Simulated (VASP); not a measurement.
**TiTe2: single point with r2SCAN**

Crystal: TiTe2.

```
Te Ti
1.0
     3.77700    0.00000    0.00000
    -1.88850    3.27098    0.00000
     0.00000    0.00000    6.49800
Te Ti
2 1
Direct
  0.33333 0.66667 0.73720
  0.66667 0.33333 0.26280
  0.00000 0.00000 0.00000
```

```
Program                : VASP 6.6.1
Task                   : single point
Functional             : r2SCAN
Potentials or basis    : VASP PAW PBE potentials, release 64 (Te, Ti_sv)
Cutoff                 : 520 eV
k mesh                 : 5 × 5 × 3
Occupations            : fermi-dirac, width 0.05 eV
Spin                   : no spin polarisation
Dipole correction      : no
Further INCAR settings : ALGO = Normal; EDIFF = 1e-07; NBANDS = 19
```

| Property | Result |
| --- | --- |
| Pressure | 1.1 GPa |
| Largest force | 0.184 eV/Å |
| Band gap on the k mesh | zero (band 12 reaches 7.25 eV, above the bottom of band 13 at 6.66 eV) |

Forces on the atoms (eV/Å):
```
Te   0.000  0.000  0.184
Te   0.000  0.000 -0.184
Ti   0.000  0.000  0.000
```

Stress tensor (GPa, compression positive):
```
1.18 0.00 0.00
0.00 1.18 0.00
0.00 0.00 0.94
```

Levels at points of the mesh, in eV from the Fermi level:
| k point | band 9 | band 10 | band 11 | band 12 | band 13 | band 14 | band 15 | band 16 |
| --- | --- | --- | --- | --- | --- | --- | --- | --- |
| (0.00, 0.00, 0.00) | -1.92 | 0.43 | 0.43 | 0.45 | 0.47 | 0.98 | 0.98 | 3.11 |

It took 85 s on 1 thread of Intel Xeon 6975P-C, on a shared host, peak memory 0.2 GiB.

Caveat: the k points lie up to 0.38 Å⁻¹ apart; the PAW data sets were made with another functional, which shifts forces and pressure a little; spin-orbit coupling is left out, which moves the levels of the heavy elements.
